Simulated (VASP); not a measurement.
# AlN (Fm-3m) in VASP: settings compared

AlN is run at these levels: PBE, LDA, PBEsol, r2SCAN; tasks: electric field gradients.

Everything below comes from runs of VASP 6.6.1. Logs are shortened: lines on timing, memory, paths and dates and some standing lists are left out, and cuts for length are marked.

## Step 1: The cell of the first run

Symmetry: Fm-3m, No. 225, cubic system. The conventional cell has a = 3.956 Å, b = 3.956 Å, c = 3.956 Å, α = 90.00°, β = 90.00°, γ = 90.00°. Within 2.6 Å of Al (site symmetry m-3m) lie 6 N at 1.98 Å. Within 2.6 Å of N (site symmetry m-3m) lie 6 Al at 1.98 Å.

## Step 2: Electric field gradients, PBE

Contents of INCAR:

```
SYSTEM = AlN
ALGO     = Normal         ! electronic algorithm
EDIFF    = 1E-8           ! SCF threshold, eV
ENCUT    = 520            ! plane-wave cutoff, eV
GGA      = PE             ! functional
GGA_COMPAT= .False.      
ISIF     = 2              ! what is computed and relaxed
ISMEAR   = -1             ! smearing method
LASPH    = .True.         ! aspherical terms in the spheres
LCHARG   = .False.        ! write CHGCAR
LEFG     = .True.       
LREAL    = .False.        ! projectors in reciprocal space
LWAVE    = .False.        ! write WAVECAR
NBANDS   = 11             ! bands
NELM     = 120            ! most SCF steps
PREC     = Accurate       ! precision mode
SIGMA    = 0.02           ! smearing width, eV
```

Contents of KPOINTS:

```
k-points
0
Gamma
  13 13 13
  0 0 0
```

Contents of POSCAR:

```
AlN
1.0
    0.0000000000      1.9780000000      1.9780000000
    1.9780000000      0.0000000000      1.9780000000
    1.9780000000      1.9780000000      0.0000000000
Al N
1 1
Direct
    0.0000000000      0.0000000000      0.0000000000
    0.5000000000      0.5000000000      0.5000000000
```

Potentials or basis: VASP PAW PBE potentials, release 64 (Al, N).

Command:

```bash
cat potpaw_PBE.64/Al/POTCAR potpaw_PBE.64/N/POTCAR > POTCAR
mpirun -np 1 vasp_std > vasp.out
```

OUTCAR:

```text
SYSTEM = AlN
   EDIFF = 1E-8
   ENCUT = 520
   GGA = PE
   ISIF = 2
   ISMEAR = -1
   LASPH = .True.
   LREAL = .False.
   NELM = 120
   PREC = Accurate

 ion  position               nearest neighbor table
   1  0.000  0.000  0.000-   2 1.98   2 1.98   2 1.98   2 1.98   2 1.98   2 1.98
   2  0.500  0.500  0.500-   1 1.98   1 1.98   1 1.98   1 1.98   1 1.98   1 1.98

  LATTYP: Found a face centered cubic cell.
 ALAT       =     3.9560000000

  Lattice vectors:

 A1 = (   0.0000000000,   1.9780000000,   1.9780000000)
 A2 = (   1.9780000000,   0.0000000000,   1.9780000000)
 A3 = (   1.9780000000,   1.9780000000,   0.0000000000)

Analysis of symmetry for initial positions (statically):
=====================================================================
 Subroutine PRICEL returns:
 Original cell was already a primitive cell.

 Routine SETGRP: Setting up the symmetry group for a
 face centered cubic supercell.

 Subroutine GETGRP returns: Found 48 space group operations
 (whereof 48 operations were pure point group operations)
 out of a pool of 48 trial point group operations.

The static configuration has the point symmetry O_h .

Analysis of symmetry for dynamics (positions and initial velocities):
=====================================================================
 Subroutine PRICEL returns:
 Original cell was already a primitive cell.

 Routine SETGRP: Setting up the symmetry group for a
 face centered cubic supercell.

 Subroutine GETGRP returns: Found 48 space group operations
 (whereof 48 operations were pure point group operations)
 out of a pool of 48 trial point group operations.

The dynamic configuration has the point symmetry O_h .

 Subroutine INISYM returns: Found 48 space group operations
 (whereof 48 operations are pure point group operations),
 and found     1 'primitive' translations

----------------------------------------------------------------------------------------

                                     Primitive cell

  volume of cell :      15.4778

  direct lattice vectors                    reciprocal lattice vectors
     0.000000000  1.978000000  1.978000000    -0.252780586  0.252780586  0.252780586
     1.978000000  0.000000000  1.978000000     0.252780586 -0.252780586  0.252780586
     1.978000000  1.978000000  0.000000000     0.252780586  0.252780586 -0.252780586

  length of vectors
     2.797314426  2.797314426  2.797314426     0.437828819  0.437828819  0.437828819

  position of ions in fractional coordinates (direct lattice)
     0.000000000  0.000000000  0.000000000
     0.500000000  0.500000000  0.500000000

  ion indices of the primitive-cell ions
   primitive index   ion index
                 1           1
                 2           2

----------------------------------------------------------------------------------------

 KPOINTS: k-points

Automatic generation of k-mesh.
 Grid dimensions read from file:
 generate k-points for:   13   13   13

 Generating k-lattice:

  Cartesian coordinates                     Fractional coordinates (reciprocal lattice)
    -0.019444660  0.019444660  0.019444660     0.076923077  0.000000000  0.000000000
     0.019444660 -0.019444660  0.019444660     0.000000000  0.076923077  0.000000000
     0.019444660  0.019444660 -0.019444660     0.000000000  0.000000000  0.076923077

  Length of vectors
     0.033679140  0.033679140  0.033679140

  Shift w.r.t. Gamma in fractional coordinates (k-lattice)
     0.000000000  0.000000000  0.000000000

 Subroutine IBZKPT returns following result:
 ===========================================

 Found     84 irreducible k-points:

 Following reciprocal coordinates:
            Coordinates               Weight
  0.000000  0.000000  0.000000      1.000000
  0.076923  0.000000  0.000000      8.000000
  0.153846  0.000000  0.000000      8.000000
  0.230769  0.000000  0.000000      8.000000
  0.307692  0.000000  0.000000      8.000000
  0.384615  0.000000  0.000000      8.000000
[... 16 lines left out ...]
  0.384615  0.153846  0.000000     24.000000
  0.461538  0.153846  0.000000     24.000000
 [... further k-points ...]
   k-points           NKPTS =     84   k-points in BZ     NKDIM =     84   number of bands    NBANDS=     11
   number of dos      NEDOS =    301   number of ions     NIONS =      2
   total plane-waves  NPLWV =  13824
   dimension x,y,z NGX =    24 NGY =   24 NGZ =   24
   dimension x,y,z NGXF=    48 NGYF=   48 NGZF=   48
   ions per type =               1   1
   NGX,Y,Z   is equivalent  to a cutoff of  14.26, 14.26, 14.26 a.u.
   NGXF,Y,Z  is equivalent  to a cutoff of  28.53, 28.53, 28.53 a.u.
 SYSTEM =  AlN
   PREC   = accura    normal or accurate (medium, high low for compatibility)
   ISTART =      0    job   : 0-new  1-cont  2-samecut
   ICHARG =      2    charge: 1-file 2-atom 10-const
   ISPIN  =      1    spin polarized calculation?
   LNONCOLLINEAR =      F non collinear calculations
   LSORBIT =      F    spin-orbit coupling
   LASPH  =      T    aspherical Exc in radial PAW
   ENCUT  =  520.0 eV  38.22 Ry    6.18 a.u.   5.20  5.20  5.20*2*pi/ulx,y,z
   NELM   =    120;   NELMIN=  2; NELMDL= -5     # of ELM steps
   EDIFF  = 0.1E-07   stopping-criterion for ELM
   LREAL  =      F    real-space projection
   EDIFFG = 0.1E-06   stopping-criterion for IOM
   NSW    =      0    number of steps for IOM
   IBRION =     -1    ionic relax: 0-MD 1-quasi-New 2-CG
   NFREE  =      0    steps in history (QN), initial steepest desc. (CG)
   ISIF   =      2    stress and relaxation
   ISYM   =      2    0-nonsym 1-usesym 2-fastsym
   POTIM  = 0.5000    time-step for ionic-motion
   TEBEG  =    0.0;   TEEND  =   0.0 temperature during run
   PSTRESS=    0.0 pullay stress
   NELECT =       8.0000    total number of electrons
   NUPDOWN=      -1.0000    fix difference up-down
   EMIN   =  10.00;   EMAX   =-10.00  energy-range for DOS
   EFERMI =   0.00;   METHOD = LEGACY
   ISMEAR =    -1;   SIGMA  =   0.02  broadening in eV -4-tet -1-fermi 0-gaus
   EFERMI_NEDOS =   21; number of points for ismear=-14 and -15
   IALGO  =     38    algorithm
   IMIX   =      4    mixing-type and parameters
     AMIX     =   0.40;   BMIX     =  1.00
     AMIX_MAG =   1.60;   BMIX_MAG =  1.00
  volume/ion in A,a.u.               =       7.74        52.22
  Fermi-wavevector in a.u.,A,eV,Ry     =   1.313818  2.482756 23.485258  1.726118
  Thomas-Fermi vector in A             =   2.444114
   LORBIT       =      0    0 simple, 1 ext, 2 COOP (PROOUT), +10 PAW based schemes
   GGA     = PE    functional components
   LHFCALC =     F    Hartree Fock is set to
   AEXX    =    0.0000 exact exchange contribution
   IVDW    =     0    specifies the selected vdW correction
   LEPSILON=     F    determine dielectric tensor
   LRPA    =     F    only Hartree local field effects (RPA)
 non-spin polarized calculation
  energy-cutoff  :      520.00
  volume of cell :       15.48
 maximum number of plane-waves:       431
 NGX is ok and might be reduce to    24
   NGX = 11   NGY = 11   NGZ = 11

 number of electron       8.0000000 magnetization

 Free energy of the ion-electron system (eV)
  ---------------------------------------------------
  ext. energy  EPLUGINS =         0.00000000
  ---------------------------------------------------
  free energy    TOTEN  =       -14.44470597 eV

  energy without entropy =      -14.44470597  energy(sigma->0) =      -14.44470597

 E-fermi :  11.2540     XC(G=0): -12.5954

 val. band max:       10.8357049580   @ k =   0.0000   0.0000   0.0000
 cond. band min:      16.0761540850   @ k =   0.4615   0.4615   0.0000
 fundamental gap:      5.2404491270
 Fermi energy:        11.2539703415

 k-point     1 :       0.0000    0.0000    0.0000
  band No.  band energies     occupation
      1      -7.3266      2.00000
      2      10.8357      2.00000
      3      10.8357      2.00000
      4      10.8357      2.00000
      5      17.4916      0.00000
      6      23.2124      0.00000
      7      23.2124      0.00000
      8      23.2124      0.00000
      9      28.5338      0.00000
     10      29.1123      0.00000
     11      29.1123      0.00000
[... 309 lines left out ...]
 k-point    24 :       0.4615    0.1538    0.0000
  band No.  band energies     occupation
      1      -3.9553      2.00000
      2       3.2477      2.00000
      3       8.2660      2.00000
      4       9.1401      2.00000
      5      18.5329      0.00000
      6      21.0111      0.00000
      7      23.5929      0.00000
      8      23.8970      0.00000
      9      28.8889      0.00000
     10      31.4523      0.00000
     11      32.9534      0.00000

 [... further k-points ...]

------------------------ aborting loop because EDIFF is reached ----------------------------------------

  FORCE on cell =-STRESS in cart. coord.  units (eV):
  Direction    XX          YY          ZZ          XY          YZ          ZX
  --------------------------------------------------------------------------------------
  -------------------------------------------------------------------------------------
  Total        2.4370465      2.4370465      2.4370465      0.0000000      0.0000000      0.0000000
  in kB      252.2699612    252.2699612    252.2699612      0.0000000      0.0000000      0.0000000
  external PRESSURE =     252.2699612 kB  Pullay stress =       0.0000000 kB

 VOLUME and BASIS-vectors are now :
 -----------------------------------------------------------------------------
  energy-cutoff  :      520.00
  volume of cell :       15.48
      direct lattice vectors                 reciprocal lattice vectors
     0.000000000  1.978000000  1.978000000    -0.252780586  0.252780586  0.252780586
     1.978000000  0.000000000  1.978000000     0.252780586 -0.252780586  0.252780586
     1.978000000  1.978000000  0.000000000     0.252780586  0.252780586 -0.252780586

 POSITION                                       TOTAL-FORCE (eV/Angst)
 -----------------------------------------------------------------------------------
      0.00000      0.00000      0.00000         0.000000      0.000000     -0.000000
      1.97800      1.97800      1.97800        -0.000000     -0.000000      0.000000
 -----------------------------------------------------------------------------------
    total drift:                               -0.000000     -0.000000      0.000000

  FREE ENERGIE OF THE ION-ELECTRON SYSTEM (eV)
  ---------------------------------------------------
  free  energy   TOTEN  =       -14.4447059740 eV

  energy  without entropy=      -14.4447059740  energy(sigma->0) =      -14.44470597

 Electric field gradients (V/A^2)
---------------------------------------------------------------------
 ion       V_xx      V_yy      V_zz      V_xy      V_xz      V_yz
---------------------------------------------------------------------
   1      -0.000     0.000     0.000     0.000     0.000     0.000
   2      -0.000    -0.000     0.000     0.000     0.000     0.000
---------------------------------------------------------------------

 Electric field gradients after diagonalization (V/A^2)
 (convention: |V_zz| > |V_xx| > |V_yy|)
----------------------------------------------------------------------
 ion       V_xx      V_yy      V_zz     asymmetry (V_yy - V_xx)/ V_zz
----------------------------------------------------------------------
   1      -0.000    -0.000     0.000       0.000
   2      -0.000    -0.000     0.000       0.000
----------------------------------------------------------------------

           NMR quadrupolar parameters

 Cq : quadrupolar parameter    Cq=e*Q*V_zz/h
 eta: asymmetry parameters     (V_yy - V_xx)/ V_zz
 Q  : nuclear electric quadrupole moment in mb (millibarn)
----------------------------------------------------------------------
 ion       Cq(MHz)       eta       Q (mb)
----------------------------------------------------------------------
   1       0.000       0.000       1.000
   2       0.000       0.000       1.000
----------------------------------------------------------------------
```

Wall time 6.8 s (1 thread of Intel Xeon 6975P-C (Granite Rapids), shared host); peak memory 0.13 GiB.

Results:

- Free energy: -14.4447 eV
- Pressure: 25.2 GPa
- Band gap on the k mesh: 5.24 eV (least direct gap 6.66 eV)
- Largest electric field gradient by atom: zero within the noise of the run

Caveat: the cell stands under pressure; an odd mesh through Γ misses points on the zone boundary, where band edges can lie.

(Continued in part 2 of 3.)
